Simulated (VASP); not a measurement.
# CdSb2O4 (P1) in VASP: relaxation of cell and atoms with PBE

Aim: the relaxation of cell and atoms of CdSb2O4 with PBE.

Everything below comes from runs of VASP 6.6.1. Logs are shortened: lines on timing, memory, paths and dates and some standing lists are left out, and cuts for length are marked.

### Step 1. The cell of the first run

The typed cell holds 7 atoms: a = 3.422 Å, b = 5.841 Å, c = 6.792 Å, α = 112.15°, β = 88.91°, γ = 108.82°.

### Step 2. Relaxation of cell and atoms, PBE

File INCAR:

```
  PREC = Accurate
  ENCUT = 600
  EDIFF = 1E-6
  ISMEAR = 0
  SIGMA = 0.1
  LREAL = F
  LASPH = T
  NELM = 100
  ALGO = Normal
  ISIF = 3
  LWAVE = F
  LCHARG = F
  GGA = PE
  IBRION = 2
  NSW = 80
  EDIFFG = -0.025
```

File KPOINTS:

```
regular mesh
0
Gamma
  4 4 2
```

File POSCAR:

```
CdSb2O4
1.0
    0.0534099992     -3.4210997173     -0.0124960671
   -5.5575913871      1.7981224123      0.0111142113
    2.6575205628     -0.0650272662     -6.2498733967
Cd Sb O
1 2 4
Direct
    1.0296005968      1.0284587064      0.5130422938
    0.1796045130      0.4305697857      0.2433455094
    0.8048911120      0.5259200362      0.7428510089
    0.2044057236      0.3973152538      0.8070940864
    0.6016048828      0.2943082983      0.4981070811
    0.8003608324      0.6077050657      0.1634433895
    0.3795323394      0.7157228540      0.5321166309
```

Potentials or basis: VASP PAW PBE potentials, release 64 (Cd, Sb, O).

Launch:

```
cat potpaw_PBE.64/Cd/POTCAR potpaw_PBE.64/Sb/POTCAR potpaw_PBE.64/O/POTCAR > POTCAR
mpirun -np 1 vasp_std > vasp.out
```

OUTCAR:

```text
PREC = Accurate
   ENCUT = 600
   EDIFF = 1E-6
   ISMEAR = 0
   LREAL = F
   LASPH = T
   NELM = 100
   ISIF = 3
   GGA = PE
   IBRION = 2
   NSW = 80
   EDIFFG = -0.025

 ion  position               nearest neighbor table
   1  0.030  0.028  0.513-   5 2.10   4 2.23   7 2.42   5 2.48   7 2.53   6 2.59   3 3.07   3 3.11
                             2 3.40   2 3.48   2 3.58   3 3.69
   2  0.180  0.431  0.243-   7 1.99   6 2.09   6 2.20   5 2.73   5 2.75   1 3.40   1 3.48   3 3.51
                             1 3.58
   3  0.805  0.526  0.743-   5 1.68   4 1.89   4 2.05   7 2.61   6 2.71   7 2.78   1 3.07   1 3.11
                             2 3.51   1 3.69
   4  0.204  0.397  0.807-   3 1.89   3 2.05   1 2.23
   5  0.602  0.294  0.498-   3 1.68   1 2.10   1 2.48   2 2.73   2 2.75
   6  0.800  0.608  0.163-   2 2.09   2 2.20   1 2.59   3 2.71
   7  0.380  0.716  0.532-   2 1.99   1 2.42   1 2.53   3 2.61   3 2.78

  LATTYP: Found a triclinic cell.
 ALAT       =     3.4215394277
 B/A-ratio  =     3.1971078464
 C/A-ratio  =     1.7071990878
 COS(alpha) =     0.0028356427
 COS(beta)  =     0.3226511233
 COS(gamma) =     0.7778807239

  Lattice vectors:

 A1 = (   0.0534099992,  -3.4210997173,  -0.0124960671)
 A2 = (  -2.7398408267,  -8.5302040058,  -6.2762473867)
 A3 = (   5.5575913871,  -1.7981224123,  -0.0111142113)

Analysis of symmetry for initial positions (statically):
=====================================================================
 Subroutine PRICEL returns:
 Original cell was already a primitive cell.

 Routine SETGRP: Setting up the symmetry group for a
 triclinic supercell.

 Subroutine GETGRP returns: Found  1 space group operations
 (whereof  1 operations were pure point group operations)
 out of a pool of  2 trial point group operations.

The static configuration has the point symmetry C_1 .

Analysis of symmetry for dynamics (positions and initial velocities):
=====================================================================
 Subroutine PRICEL returns:
 Original cell was already a primitive cell.

 Routine SETGRP: Setting up the symmetry group for a
 triclinic supercell.

 Subroutine GETGRP returns: Found  1 space group operations
 (whereof  1 operations were pure point group operations)
 out of a pool of  2 trial point group operations.

The dynamic configuration has the point symmetry C_1 .

 Subroutine INISYM returns: Found  1 space group operations
 (whereof  1 operations are pure point group operations),
 and found     1 'primitive' translations

----------------------------------------------------------------------------------------

                                     Primitive cell

  volume of cell :     118.1833

  direct lattice vectors                    reciprocal lattice vectors
     0.053409999 -3.421099717 -0.012496067    -0.095083800 -0.293651592 -0.037375444
    -5.557591387  1.798122412  0.011114211    -0.180910775 -0.002543483 -0.076898951
     2.657520563 -0.065027266 -6.249873397    -0.000131604  0.000582607 -0.160065262

  length of vectors
     3.421539428  5.841248990  6.791727436     0.310916565  0.196592539  0.160066377

  position of ions in fractional coordinates (direct lattice)
     0.029600597  0.028458706  0.513042294
     0.179604513  0.430569786  0.243345509
     0.804891112  0.525920036  0.742851009
     0.204405724  0.397315254  0.807094086
     0.601604883  0.294308298  0.498107081
     0.800360832  0.607705066  0.163443390
     0.379532339  0.715722854  0.532116631

  ion indices of the primitive-cell ions
   primitive index   ion index
                 1           1
                 2           2
                 3           3
                 4           4
                 5           5
                 6           6
                 7           7

----------------------------------------------------------------------------------------

 KPOINTS: regular mesh

Automatic generation of k-mesh.
 Grid dimensions read from file:
 generate k-points for:    4    4    2

 Generating k-lattice:

  Cartesian coordinates                     Fractional coordinates (reciprocal lattice)
    -0.023770950 -0.073412898 -0.009343861     0.250000000  0.000000000 -0.000000000
    -0.045227694 -0.000635871 -0.019224738    -0.000000000  0.250000000 -0.000000000
    -0.000065802  0.000291304 -0.080032631     0.000000000 -0.000000000  0.500000000

  Length of vectors
     0.077729141  0.049148135  0.080033188

  Shift w.r.t. Gamma in fractional coordinates (k-lattice)
     0.000000000  0.000000000  0.000000000

 Subroutine IBZKPT returns following result:
 ===========================================

 Found     20 irreducible k-points:

 Following reciprocal coordinates:
            Coordinates               Weight
  0.000000  0.000000  0.000000      1.000000
  0.250000 -0.000000  0.000000      2.000000
  0.500000 -0.000000  0.000000      1.000000
  0.000000  0.250000  0.000000      2.000000
  0.250000  0.250000  0.000000      2.000000
  0.500000  0.250000  0.000000      2.000000
[... 12 lines left out ...]
  0.250000  0.500000  0.500000      2.000000
  0.500000  0.500000  0.500000      1.000000
   k-points           NKPTS =     20   k-points in BZ     NKDIM =     20   number of bands    NBANDS=     27
   number of dos      NEDOS =    301   number of ions     NIONS =      7
   total plane-waves  NPLWV =  72576
   dimension x,y,z NGX =    28 NGY =   48 NGZ =   54
   dimension x,y,z NGXF=    56 NGYF=   96 NGZF=  108
   ions per type =               1   2   4
   NGX,Y,Z   is equivalent  to a cutoff of  13.60, 13.66, 13.22 a.u.
   NGXF,Y,Z  is equivalent  to a cutoff of  27.21, 27.32, 26.44 a.u.
 SYSTEM =  unknown system
   PREC   = accura    normal or accurate (medium, high low for compatibility)
   ISTART =      0    job   : 0-new  1-cont  2-samecut
   ICHARG =      2    charge: 1-file 2-atom 10-const
   ISPIN  =      1    spin polarized calculation?
   LNONCOLLINEAR =      F non collinear calculations
   LSORBIT =      F    spin-orbit coupling
   LASPH  =      T    aspherical Exc in radial PAW
   ENCUT  =  600.0 eV  44.10 Ry    6.64 a.u.   6.83 11.67 13.56*2*pi/ulx,y,z
   NELM   =    100;   NELMIN=  2; NELMDL= -5     # of ELM steps
   EDIFF  = 0.1E-05   stopping-criterion for ELM
   LREAL  =      F    real-space projection
   EDIFFG = -.3E-01   stopping-criterion for IOM
   NSW    =     80    number of steps for IOM
   IBRION =      2    ionic relax: 0-MD 1-quasi-New 2-CG
   NFREE  =      1    steps in history (QN), initial steepest desc. (CG)
   ISIF   =      3    stress and relaxation
   ISYM   =      2    0-nonsym 1-usesym 2-fastsym
   POTIM  = 0.5000    time-step for ionic-motion
   TEBEG  =    0.0;   TEEND  =   0.0 temperature during run
   PSTRESS=    0.0 pullay stress
   NELECT =      46.0000    total number of electrons
   NUPDOWN=      -1.0000    fix difference up-down
   EMIN   =  10.00;   EMAX   =-10.00  energy-range for DOS
   EFERMI =   0.00;   METHOD = LEGACY
   ISMEAR =     0;   SIGMA  =   0.10  broadening in eV -4-tet -1-fermi 0-gaus
   EFERMI_NEDOS =   21; number of points for ismear=-14 and -15
   IALGO  =     38    algorithm
   IMIX   =      4    mixing-type and parameters
     AMIX     =   0.40;   BMIX     =  1.00
     AMIX_MAG =   1.60;   BMIX_MAG =  1.00
  volume/ion in A,a.u.               =      16.88       113.93
  Fermi-wavevector in a.u.,A,eV,Ry     =   1.195296  2.258782 19.439084  1.428732
  Thomas-Fermi vector in A             =   2.331265
   LORBIT       =      0    0 simple, 1 ext, 2 COOP (PROOUT), +10 PAW based schemes
   GGA     = PE    functional components
   LHFCALC =     F    Hartree Fock is set to
   AEXX    =    0.0000 exact exchange contribution
   IVDW    =     0    specifies the selected vdW correction
   LEPSILON=     F    determine dielectric tensor
   LRPA    =     F    only Hartree local field effects (RPA)
 conjugate gradient relaxation of ions
 non-spin polarized calculation
 Gauss-broadening in eV      SIGMA  =   0.10
  energy-cutoff  :      600.00
  volume of cell :      118.18
 maximum number of plane-waves:      3959
   NGX = 13   NGY = 23   NGZ = 27

--------------------------------------- Ionic step        1  -------------------------------------------

 number of electron      46.0000000 magnetization

 Free energy of the ion-electron system (eV)
  ---------------------------------------------------
  ext. energy  EPLUGINS =         0.00000000
  ---------------------------------------------------
  free energy    TOTEN  =       -34.20727497 eV

  energy without entropy =      -34.20727497  energy(sigma->0) =      -34.20727497

------------------------ aborting loop because EDIFF is reached ----------------------------------------

  FORCE on cell =-STRESS in cart. coord.  units (eV):
  Direction    XX          YY          ZZ          XY          YZ          ZX
  --------------------------------------------------------------------------------------
  -------------------------------------------------------------------------------------
  Total        9.4741438     10.7453333     22.8345313     -0.3345502      1.7964923      6.8766561
  in kB      128.4382977    145.6714558    309.5613059     -4.5354025     24.3545397     93.2248890
  external PRESSURE =     194.5570198 kB  Pullay stress =       0.0000000 kB
[... 104 lines left out ...]
  FREE ENERGIE OF THE ION-ELECTRON SYSTEM (eV)
  ---------------------------------------------------
  free  energy   TOTEN  =       -33.6418232463 eV

  energy  without entropy=      -33.6417991684  energy(sigma->0) =      -33.64181121

[... ionic steps 4 to 22 ...]

--------------------------------------- Ionic step       23  -------------------------------------------

 number of electron      46.0000001 magnetization

------------------------ aborting loop because EDIFF is reached ----------------------------------------

  FORCE on cell =-STRESS in cart. coord.  units (eV):
  Direction    XX          YY          ZZ          XY          YZ          ZX
  --------------------------------------------------------------------------------------
  -------------------------------------------------------------------------------------
  Total        0.0431901      0.0669049      0.1855255      0.0024826      0.0185327      0.0225308
  in kB        0.5843211      0.9051598      2.5099859      0.0335873      0.2507294      0.3048206
  external PRESSURE =       1.3331556 kB  Pullay stress =       0.0000000 kB
[... 67 lines left out ...]
  energy  without entropy=      -37.2882690770  energy(sigma->0) =      -37.28826908

--------------------------------------- Ionic step       25  -------------------------------------------

 number of electron      46.0000001 magnetization

 Free energy of the ion-electron system (eV)
  ---------------------------------------------------
  ext. energy  EPLUGINS =         0.00000000
  ---------------------------------------------------
  free energy    TOTEN  =       -37.28843955 eV

  energy without entropy =      -37.28843955  energy(sigma->0) =      -37.28843955

 E-fermi :   4.0040     XC(G=0):  -9.6592

 val. band max:        3.5633165930   @ k =   0.0000   0.5000   0.5000
 cond. band min:       5.6336462730   @ k =   0.0000   0.5000   0.5000
 fundamental gap:      2.0703296800
 Fermi energy:         4.0039981355

 k-point     1 :       0.0000    0.0000    0.0000
  band No.  band energies     occupation
      1     -15.1597      2.00000
      2     -14.2737      2.00000
      3     -13.6668      2.00000
      4     -13.0449      2.00000
      5      -4.6465      2.00000
      6      -4.0055      2.00000
[... 623 lines left out ...]
  FREE ENERGIE OF THE ION-ELECTRON SYSTEM (eV)
  ---------------------------------------------------
  free  energy   TOTEN  =       -37.2884395471 eV

  energy  without entropy=      -37.2884395471  energy(sigma->0) =      -37.28843955

 reached required accuracy - stopping structural energy minimisation
```

Wall time 9.8 min (1 thread of Intel Xeon 6975P-C (Granite Rapids), shared host); peak memory 0.33 GiB.

Results:

```
Free energy                           : -37.2884 eV
Relaxed volume                        : 16.93 Å³/atom
Relaxed cell                          : a = 3.416 Å, b = 5.875 Å, c = 6.771 Å, α = 112.59°, β = 89.10°, γ = 108.01°
Space group after relaxing (to 0.1 Å) : P-1 (No. 2)
Energy gained by relaxing             : 440.2 meV/atom
Ionic steps                           : 25
Pressure after relaxing               : 0.0 GPa
Largest force after relaxing          : 0.022 eV/Å
Band gap on the k mesh                : 2.07 eV
```

Forces on the atoms (eV/Å):
```
Cd   0.008  0.007 -0.008
Sb  -0.008 -0.013  0.016
Sb  -0.001  0.013 -0.002
O   -0.004 -0.003 -0.006
O    0.000  0.008  0.005
O    0.004 -0.001 -0.005
O    0.001 -0.011  0.000
```

Step by step:
| step | energy change (eV) | largest force (eV/Å) | pressure (GPa) | volume (Å³) |
| --- | --- | --- | --- | --- |
| 1 | 0.0000 | 16.3334 | 19.46 | 118.18 |
| 2 | 2.0287 | 4.1141 | -15.66 | 156.20 |
| 3 | 0.5655 | 3.7410 | -14.49 | 147.74 |
| 4 | -0.5023 | 3.2132 | -12.91 | 141.46 |
| 5 | -2.2111 | 2.1768 | -6.46 | 129.53 |
| 6 | -2.4840 | 2.2882 | 0.23 | 123.78 |
| 7 | -2.4936 | 2.0095 | -1.52 | 124.99 |
| 8 | -2.4958 | 1.9724 | -1.04 | 124.63 |
| 9 | -2.8823 | 1.0918 | -2.28 | 123.91 |
| 10 | -2.8825 | 1.1315 | -2.29 | 123.89 |
| 11 | -3.0199 | 0.4867 | 0.53 | 119.94 |
| 12 | -3.0207 | 0.4424 | 0.82 | 119.60 |
| 13 | -3.0443 | 0.3903 | -0.81 | 120.16 |
| 14 | -3.0443 | 0.3891 | -0.81 | 120.16 |
| 15 | -3.0657 | 0.1822 | -0.25 | 119.23 |
| 16 | -3.0702 | 0.2222 | 0.21 | 118.59 |
| 17 | -3.0760 | 0.1424 | -0.01 | 118.74 |
| 18 | -3.0778 | 0.0986 | -0.19 | 118.87 |
| 19 | -3.0798 | 0.0751 | 0.12 | 118.54 |
| 20 | -3.0798 | 0.0828 | 0.14 | 118.52 |
| 21 | -3.0807 | 0.0450 | -0.13 | 118.64 |
| 22 | -3.0807 | 0.0486 | -0.14 | 118.65 |
| 23 | -3.0809 | 0.0671 | 0.13 | 118.42 |
| 24 | -3.0810 | 0.0341 | 0.02 | 118.52 |
| 25 | -3.0812 | 0.0223 | 0.02 | 118.50 |

Final structure:
```cif
data_structure
_symmetry_space_group_name_H-M 'P 1'
_symmetry_Int_Tables_number 1
_cell_length_a 3.4164
_cell_length_b 5.8753
_cell_length_c 6.7707
_cell_angle_alpha 112.590
_cell_angle_beta 89.104
_cell_angle_gamma 108.013
_cell_volume 118.50
loop_
_atom_site_label
_atom_site_type_symbol
_atom_site_fract_x
_atom_site_fract_y
_atom_site_fract_z
_atom_site_occupancy
Cd1 Cd 0.00046 0.99993 0.49914 1
Sb1 Sb 0.19889 0.42831 0.23451 1
Sb2 Sb 0.80040 0.57146 0.76731 1
O1 O 0.19013 0.37856 0.81868 1
O2 O 0.64630 0.27750 0.47105 1
O3 O 0.80906 0.62001 0.18025 1
O4 O 0.35476 0.72424 0.52907 1
```

Levels at points of the mesh, in eV from the valence-band top:
| k point | band 20 | band 21 | band 22 | band 23 | band 24 | band 25 | band 26 | band 27 |
| --- | --- | --- | --- | --- | --- | --- | --- | --- |
| (0.00, 0.00, 0.00) | -1.54 | -1.32 | -1.17 | -0.19 | 3.18 | 3.54 | 4.03 | 5.23 |
| (0.50, 0.00, 0.00) | -1.96 | -0.89 | -0.51 | -0.44 | 3.40 | 3.99 | 4.81 | 4.93 |
| (0.00, 0.50, 0.00) | -1.33 | -0.99 | -0.69 | -0.12 | 2.42 | 3.43 | 4.30 | 4.94 |
| (0.50, 0.50, 0.00) | -1.84 | -0.89 | -0.48 | -0.47 | 3.32 | 4.06 | 4.79 | 4.90 |
| (0.00, 0.00, 0.50) | -1.58 | -1.26 | -0.56 | -0.41 | 2.59 | 2.80 | 4.26 | 4.63 |
| (0.50, 0.00, 0.50) | -1.69 | -1.18 | -0.99 | -0.75 | 3.52 | 3.54 | 5.13 | 5.54 |
| (0.00, 0.50, 0.50) | -1.70 | -0.70 | -0.43 | 0.00 | 2.07 | 3.20 | 3.82 | 5.37 |
| (0.50, 0.50, 0.50) | -1.47 | -1.15 | -1.01 | -0.74 | 3.45 | 3.51 | 5.14 | 5.36 |

Caveat: the k points lie up to 0.48 Å⁻¹ apart in the final cell; spin-orbit coupling is left out, which moves the levels of the heavy elements.
